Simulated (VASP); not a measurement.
Set up this calculation in VASP 6.6.1, as the native input.

| Quantity | Value |
| --- | --- |
| Task | relaxation of cell and atoms |
| Functional | PBE |
| Potentials or basis | VASP PAW PBE potentials, release 64 (Te, Mo_sv) |
| Cutoff | 500 eV |
| k mesh | 12 × 12 × 2 |
| Occupations | gaussian, width 0.01 eV |
| Spin | no spin polarisation |
| Dipole correction | no |
| Further INCAR settings | ALGO = Normal; EDIFF = 1e-07; IBRION = 2; EDIFFG = -0.001; NSW = 80; ISIF = 3 |

The structure of Te2Mo lies in POSCAR:

```
Te2Mo
1.0
    3.5569773626      0.0000000000      0.0000000000
   -1.7784886813      3.0804327567      0.0000000000
    0.0000000000      0.0000000000     15.2117623033
Te Mo
4 2
Direct
    0.3333333333      0.6666666667      0.6311544454
    0.6666666667      0.3333333333      0.1311544454
    0.3333333333      0.6666666667      0.8688455546
    0.6666666667      0.3333333333      0.3688455546
    0.3333333333      0.6666666667      0.2500000000
    0.6666666667      0.3333333333      0.7500000000
```

One way to write it, as run:

INCAR

```
  PREC = Accurate
  ENCUT = 500
  EDIFF = 1E-7
  ISMEAR = 0
  SIGMA = 0.01
  LREAL = F
  LASPH = T
  NELM = 120
  ALGO = Normal
  ISIF = 3
  LWAVE = F
  LCHARG = F
  GGA = PE
  IBRION = 2
  NSW = 80
  EDIFFG = -0.001
  GGA_COMPAT = F
  NELMIN = 4
```

KPOINTS

```
regular mesh
0
Gamma
  12 12 2
```

Potentials or basis: VASP PAW PBE potentials, release 64 (Te, Mo_sv).

The run is started by

```console
$ cat potpaw_PBE.64/Te/POTCAR potpaw_PBE.64/Mo_sv/POTCAR > POTCAR
$ mpirun -np 1 vasp_std > vasp.out
```

Results of the run:

The relaxed volume is 27.95 Å³/atom, the relaxed cell is a = 3.556 Å, b = 3.556 Å, c = 15.317 Å, α = 90.00°, β = 90.00°, γ = 120.00° and the space group after relaxing (to 0.1 Å) is P6_3/mmc (No. 194). The energy gained by relaxing is 0.0 meV/atom, the ionic steps are 32 and the pressure after relaxing is 0.0 GPa. The band gap on the k mesh is 1.01 eV (least direct gap 1.03 eV).

Caveat: spin-orbit coupling is left out, which moves the levels of the heavy elements; this functional lacks dispersion, which binds the layers, so the pressure and a relaxed spacing across them are unreliable.

It took 30 min on 1 thread of AMD EPYC 9R45 (Zen 5) (shared host), peak memory 0.37 GiB.
